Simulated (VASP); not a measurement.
# NaF (Fm-3m) in VASP: further runs

The runs below take NaF through single point, with PBE.

All numbers are computed with VASP 6.6.1; they aren't measurements. Logs are shortened: lines on timing, memory, paths and dates and some standing lists are left out, and cuts for length are marked.

### Step 1. The cell of the first run

The structure is cubic, space group Fm-3m (No. 225). Conventional cell: a = 4.083 Å, b = 4.083 Å, c = 4.083 Å, α = 90.00°, β = 90.00°, γ = 90.00°. Na (site symmetry m-3m) has 6 F at 2.04 Å within 2.7 Å. Within 2.7 Å of F (site symmetry m-3m) lie 6 Na at 2.04 Å.

### Step 2. Single point, PBE

INCAR reads:

```
PREC     = Accurate       # precision mode
ENCUT    = 520            # plane-wave cutoff, eV
EDIFF    = 1E-6           # SCF threshold, eV
ISMEAR   = 0              # smearing method
SIGMA    = 0.02           # smearing width, eV
LREAL    = False          # projectors in reciprocal space
LASPH    = True           # aspherical terms in the spheres
NELM     = 100            # most SCF steps
ALGO     = Normal         # electronic algorithm
ISIF     = 2              # what is computed and relaxed
LWAVE    = False          # write WAVECAR
LCHARG   = False          # write CHGCAR
GGA      = PE             # functional
NBANDS   = 14             # bands
```

KPOINTS reads:

```
Automatic mesh
0
Gamma
  10 10 10
```

POSCAR reads:

```
NaF
1.0
    0.0000000000      2.0417086766      2.0417086766
    2.0417086766      0.0000000000      2.0417086766
    2.0417086766      2.0417086766      0.0000000000
Na F
1 1
Direct
    0.0000000000      0.0000000000      0.0000000000
    0.5000000000      0.5000000000      0.5000000000
```

Potentials or basis: VASP PAW PBE potentials, release 64 (Na_pv, F).

On the command line:

```console
$ cat potpaw_PBE.64/Na_pv/POTCAR potpaw_PBE.64/F/POTCAR > POTCAR
$ mpirun -np 1 vasp_std > vasp.out
```

OUTCAR:

```text
PREC = Accurate
   ENCUT = 520
   EDIFF = 1E-6
   ISMEAR = 0
   LREAL = False
   LASPH = True
   NELM = 100
   ISIF = 2
   GGA = PE

 ion  position               nearest neighbor table
   1  0.000  0.000  0.000-   2 2.04   2 2.04   2 2.04   2 2.04   2 2.04   2 2.04
   2  0.500  0.500  0.500-   1 2.04   1 2.04   1 2.04   1 2.04   1 2.04   1 2.04

  LATTYP: Found a face centered cubic cell.
 ALAT       =     4.0834173532

  Lattice vectors:

 A1 = (   0.0000000000,   2.0417086766,   2.0417086766)
 A2 = (   2.0417086766,   0.0000000000,   2.0417086766)
 A3 = (   2.0417086766,   2.0417086766,   0.0000000000)

Analysis of symmetry for initial positions (statically):
=====================================================================
 Subroutine PRICEL returns:
 Original cell was already a primitive cell.

 Routine SETGRP: Setting up the symmetry group for a
 face centered cubic supercell.

 Subroutine GETGRP returns: Found 48 space group operations
 (whereof 48 operations were pure point group operations)
 out of a pool of 48 trial point group operations.

The static configuration has the point symmetry O_h .

Analysis of symmetry for dynamics (positions and initial velocities):
=====================================================================
 Subroutine PRICEL returns:
 Original cell was already a primitive cell.

 Routine SETGRP: Setting up the symmetry group for a
 face centered cubic supercell.

 Subroutine GETGRP returns: Found 48 space group operations
 (whereof 48 operations were pure point group operations)
 out of a pool of 48 trial point group operations.

The dynamic configuration has the point symmetry O_h .

 Subroutine INISYM returns: Found 48 space group operations
 (whereof 48 operations are pure point group operations),
 and found     1 'primitive' translations

----------------------------------------------------------------------------------------

                                     Primitive cell

  volume of cell :      17.0220

  direct lattice vectors                    reciprocal lattice vectors
     0.000000000  2.041708677  2.041708677    -0.244892920  0.244892920  0.244892920
     2.041708677  0.000000000  2.041708677     0.244892920 -0.244892920  0.244892920
     2.041708677  2.041708677  0.000000000     0.244892920  0.244892920 -0.244892920

  length of vectors
     2.887412101  2.887412101  2.887412101     0.424166980  0.424166980  0.424166980

  position of ions in fractional coordinates (direct lattice)
     0.000000000  0.000000000  0.000000000
     0.500000000  0.500000000  0.500000000

  ion indices of the primitive-cell ions
   primitive index   ion index
                 1           1
                 2           2

----------------------------------------------------------------------------------------

 KPOINTS: Automatic mesh

Automatic generation of k-mesh.
 Grid dimensions read from file:
 generate k-points for:   10   10   10

 Generating k-lattice:

  Cartesian coordinates                     Fractional coordinates (reciprocal lattice)
    -0.024489292  0.024489292  0.024489292     0.100000000  0.000000000  0.000000000
     0.024489292 -0.024489292  0.024489292     0.000000000  0.100000000  0.000000000
     0.024489292  0.024489292 -0.024489292     0.000000000  0.000000000  0.100000000

  Length of vectors
     0.042416698  0.042416698  0.042416698

  Shift w.r.t. Gamma in fractional coordinates (k-lattice)
     0.000000000  0.000000000  0.000000000

 Subroutine IBZKPT returns following result:
 ===========================================

 Found     47 irreducible k-points:

 Following reciprocal coordinates:
            Coordinates               Weight
  0.000000  0.000000  0.000000      1.000000
  0.100000  0.000000  0.000000      8.000000
  0.200000  0.000000  0.000000      8.000000
  0.300000  0.000000  0.000000      8.000000
  0.400000  0.000000  0.000000      8.000000
  0.500000  0.000000  0.000000      4.000000
[... 16 lines left out ...]
  0.300000  0.300000  0.000000      6.000000
  0.400000  0.300000  0.000000     24.000000
 [... further k-points ...]
   k-points           NKPTS =     47   k-points in BZ     NKDIM =     47   number of bands    NBANDS=     14
   number of dos      NEDOS =    301   number of ions     NIONS =      2
   total plane-waves  NPLWV =  13824
   dimension x,y,z NGX =    24 NGY =   24 NGZ =   24
   dimension x,y,z NGXF=    48 NGYF=   48 NGZF=   48
   ions per type =               1   1
   NGX,Y,Z   is equivalent  to a cutoff of  13.82, 13.82, 13.82 a.u.
   NGXF,Y,Z  is equivalent  to a cutoff of  27.64, 27.64, 27.64 a.u.
 SYSTEM =  unknown system
   PREC   = accura    normal or accurate (medium, high low for compatibility)
   ISTART =      0    job   : 0-new  1-cont  2-samecut
   ICHARG =      2    charge: 1-file 2-atom 10-const
   ISPIN  =      1    spin polarized calculation?
   LNONCOLLINEAR =      F non collinear calculations
   LSORBIT =      F    spin-orbit coupling
   LASPH  =      T    aspherical Exc in radial PAW
   ENCUT  =  520.0 eV  38.22 Ry    6.18 a.u.   5.37  5.37  5.37*2*pi/ulx,y,z
   NELM   =    100;   NELMIN=  2; NELMDL= -5     # of ELM steps
   EDIFF  = 0.1E-05   stopping-criterion for ELM
   LREAL  =      F    real-space projection
   EDIFFG = 0.1E-04   stopping-criterion for IOM
   NSW    =      0    number of steps for IOM
   IBRION =     -1    ionic relax: 0-MD 1-quasi-New 2-CG
   NFREE  =      0    steps in history (QN), initial steepest desc. (CG)
   ISIF   =      2    stress and relaxation
   ISYM   =      2    0-nonsym 1-usesym 2-fastsym
   POTIM  = 0.5000    time-step for ionic-motion
   TEBEG  =    0.0;   TEEND  =   0.0 temperature during run
   PSTRESS=    0.0 pullay stress
   NELECT =      14.0000    total number of electrons
   NUPDOWN=      -1.0000    fix difference up-down
   EMIN   =  10.00;   EMAX   =-10.00  energy-range for DOS
   EFERMI =   0.00;   METHOD = LEGACY
   ISMEAR =     0;   SIGMA  =   0.02  broadening in eV -4-tet -1-fermi 0-gaus
   EFERMI_NEDOS =   21; number of points for ismear=-14 and -15
   IALGO  =     38    algorithm
   IMIX   =      4    mixing-type and parameters
     AMIX     =   0.40;   BMIX     =  1.00
     AMIX_MAG =   1.60;   BMIX_MAG =  1.00
  volume/ion in A,a.u.               =       8.51        57.44
  Fermi-wavevector in a.u.,A,eV,Ry     =   1.533841  2.898540 32.010003  2.352669
  Thomas-Fermi vector in A             =   2.640852
   LORBIT       =      0    0 simple, 1 ext, 2 COOP (PROOUT), +10 PAW based schemes
   GGA     = PE    functional components
   LHFCALC =     F    Hartree Fock is set to
   AEXX    =    0.0000 exact exchange contribution
   IVDW    =     0    specifies the selected vdW correction
   LEPSILON=     F    determine dielectric tensor
   LRPA    =     F    only Hartree local field effects (RPA)
 non-spin polarized calculation
 Gauss-broadening in eV      SIGMA  =   0.02
  energy-cutoff  :      520.00
  volume of cell :       17.02
 maximum number of plane-waves:       471
 NGX is ok and might be reduce to    24
   NGX = 11   NGY = 11   NGZ = 11

 number of electron      13.9999986 magnetization

 Free energy of the ion-electron system (eV)
  ---------------------------------------------------
  ext. energy  EPLUGINS =         0.00000000
  ---------------------------------------------------
  free energy    TOTEN  =        -7.59999664 eV

  energy without entropy =       -7.59999664  energy(sigma->0) =       -7.59999664

 E-fermi :   0.2651     XC(G=0): -11.1248

 val. band max:        0.1548275891   @ k =   0.0000   0.0000   0.0000
 cond. band min:       9.0887487617   @ k =   0.0000   0.0000   0.0000
 fundamental gap:      8.9339211726
 Fermi energy:         0.2651139906

 k-point     1 :       0.0000    0.0000    0.0000
  band No.  band energies     occupation
      1     -19.9152      2.00000
      2     -17.8783      2.00000
      3     -17.8783      2.00000
      4     -17.8783      2.00000
      5       0.1548      2.00000
      6       0.1548      2.00000
      7       0.1548      2.00000
      8       9.0887      0.00000
      9      21.8208      0.00000
     10      21.8208      0.00000
     11      21.8208      0.00000
     12      25.5958      0.00000
     13      28.2501      0.00000
     14      28.2501      0.00000

 k-point     2 :       0.1000    0.0000    0.0000
  band No.  band energies     occupation
      1     -20.0108      2.00000
      2     -17.8810      2.00000
      3     -17.8810      2.00000
      4     -17.7514      2.00000
      5      -0.1560      2.00000
      6       0.1010      2.00000
      7       0.1010      2.00000
      8       9.5404      0.00000
      9      20.3837      0.00000
     10      22.0925      0.00000
     11      22.0925      0.00000
     12      27.5699      0.00000
     13      28.0689      0.00000
     14      28.0689      0.00000

 k-point     3 :       0.2000    0.0000    0.0000
  band No.  band energies     occupation
      1     -20.2205      2.00000
      2     -17.8879      2.00000
      3     -17.8879      2.00000
      4     -17.4562      2.00000
      5      -0.8844      2.00000
      6      -0.0380      2.00000
      7      -0.0380      2.00000
      8      10.6638      0.00000
      9      18.5396      0.00000
     10      22.8318      0.00000
     11      22.8318      0.00000
     12      27.7304      0.00000
     13      27.7304      0.00000
     14      30.3165      0.00000
[... 324 lines left out ...]
 k-point    23 :       0.3000    0.3000    0.0000
  band No.  band energies     occupation
      1     -20.0297      2.00000
      2     -17.9967      2.00000
      3     -17.9967      2.00000
      4     -17.5457      2.00000
      5      -1.5537      2.00000
      6      -0.2639      2.00000
      7      -0.2639      2.00000
      8      13.0525      0.00000
      9      15.9572      0.00000
     10      22.6446      0.00000
     11      24.3357      0.00000
     12      24.3357      0.00000
     13      31.1465      0.00000
     14      33.2996      0.00000

 k-point    24 :       0.4000    0.3000    0.0000
  band No.  band energies     occupation
      1     -19.9390      2.00000
      2     -18.0469      2.00000
      3     -18.0139      2.00000
      4     -17.6187      2.00000
      5      -1.6870      2.00000
      6      -0.4441      2.00000
      7      -0.3507      2.00000
      8      14.1858      0.00000
      9      15.4714      0.00000
     10      21.3994      0.00000
     11      24.7565      0.00000
     12      24.8489      0.00000
     13      31.8241      0.00000
     14      32.7614      0.00000

 [... further k-points ...]
[... 5 lines left out ...]
  --------------------------------------------------------------------------------------
  -------------------------------------------------------------------------------------
  Total        5.4250257      5.4250257      5.4250257      0.0000000      0.0000000      0.0000000
  in kB      510.6238137    510.6238137    510.6238137      0.0000000      0.0000000      0.0000000
  external PRESSURE =     510.6238137 kB  Pullay stress =       0.0000000 kB

 VOLUME and BASIS-vectors are now :
 -----------------------------------------------------------------------------
  energy-cutoff  :      520.00
  volume of cell :       17.02
      direct lattice vectors                 reciprocal lattice vectors
     0.000000000  2.041708677  2.041708677    -0.244892920  0.244892920  0.244892920
     2.041708677  0.000000000  2.041708677     0.244892920 -0.244892920  0.244892920
     2.041708677  2.041708677  0.000000000     0.244892920  0.244892920 -0.244892920

 POSITION                                       TOTAL-FORCE (eV/Angst)
 -----------------------------------------------------------------------------------
      0.00000      0.00000      0.00000         0.000000      0.000000      0.000000
      2.04171      2.04171      2.04171         0.000000      0.000000     -0.000000
 -----------------------------------------------------------------------------------
    total drift:                                0.000000     -0.000000      0.000000

  FREE ENERGIE OF THE ION-ELECTRON SYSTEM (eV)
  ---------------------------------------------------
  free  energy   TOTEN  =        -7.5999966359 eV

  energy  without entropy=       -7.5999966359  energy(sigma->0) =       -7.59999664
```

It took 7.4 s on 1 thread of Intel Xeon Platinum 8488C (Sapphire Rapids), shared host; peak memory 0.13 GiB.

What came out:

```
Free energy            : -7.6000 eV
Pressure               : 51.1 GPa
Band gap on the k mesh : 8.93 eV, direct
```

A k mesh can miss the band edges. A hybrid or GW would open this gap; PBE tends to underestimate it.

### Step 3. Single point, PBE

This run uses another cell than the first one, of 9.73 Å³/atom, 1.144 times its volume.

INCAR reads:

```
SYSTEM = NaF
PREC     = Accurate       ! precision mode
ENCUT    = 520            ! plane-wave cutoff, eV
EDIFF    = 1E-7           ! SCF threshold, eV
ISMEAR   = 0              ! smearing method
SIGMA    = 0.02           ! smearing width, eV
LREAL    = .FALSE.        ! projectors in reciprocal space
LASPH    = .TRUE.         ! aspherical terms in the spheres
NELM     = 60             ! most SCF steps
ALGO     = Normal         ! electronic algorithm
ISIF     = 2              ! what is computed and relaxed
LWAVE    = .FALSE.        ! write WAVECAR
LCHARG   = .FALSE.        ! write CHGCAR
GGA      = PE             ! functional
NBANDS   = 14             ! bands
```

KPOINTS reads:

```
regular mesh
0
G
  10 10 10
  0 0 0
```

POSCAR reads:

```
NaF
1.0
    0.0000000000      2.1350678638      2.1350678638
    2.1350678638      0.0000000000      2.1350678638
    2.1350678638      2.1350678638      0.0000000000
Na F
1 1
Direct
    0.0000000000      0.0000000000      0.0000000000
    0.5000000000      0.5000000000      0.5000000000
```

Potentials or basis: VASP PAW PBE potentials, release 64 (Na_pv, F).

On the command line:

```console
$ cat potpaw_PBE.64/Na_pv/POTCAR potpaw_PBE.64/F/POTCAR > POTCAR
$ mpirun -np 1 vasp_std > vasp.out
```

Wall time 7.2 s (1 thread of Intel Xeon Platinum 8488C (Sapphire Rapids), shared host); peak memory 0.13 GiB.

The run converged. Its results:

```
Free energy            : -8.1685 eV
Pressure               : 25.4 GPa
Band gap on the k mesh : 7.85 eV, direct
```

Levels at points of the mesh, in eV from the valence-band top:
| k point | band 3 | band 4 | band 5 | band 6 | band 7 | band 8 | band 9 | band 10 | band 11 | band 12 |
| --- | --- | --- | --- | --- | --- | --- | --- | --- | --- | --- |
| (0.00, 0.00, 0.00) | -18.30 | -18.30 | 0.00 | 0.00 | 0.00 | 7.85 | 20.73 | 20.73 | 20.73 | 24.15 |
| (0.50, 0.00, 0.00) | -18.32 | -17.43 | -2.20 | -0.42 | -0.42 | 12.42 | 14.72 | 22.92 | 22.92 | 26.02 |
| (0.50, 0.50, 0.00) | -18.42 | -18.42 | -1.67 | -0.53 | -0.53 | 14.07 | 15.37 | 16.28 | 23.24 | 23.24 |

A k mesh can miss the band edges. Expect the measured gap to be larger: semilocal functionals such as PBE lack the derivative discontinuity.
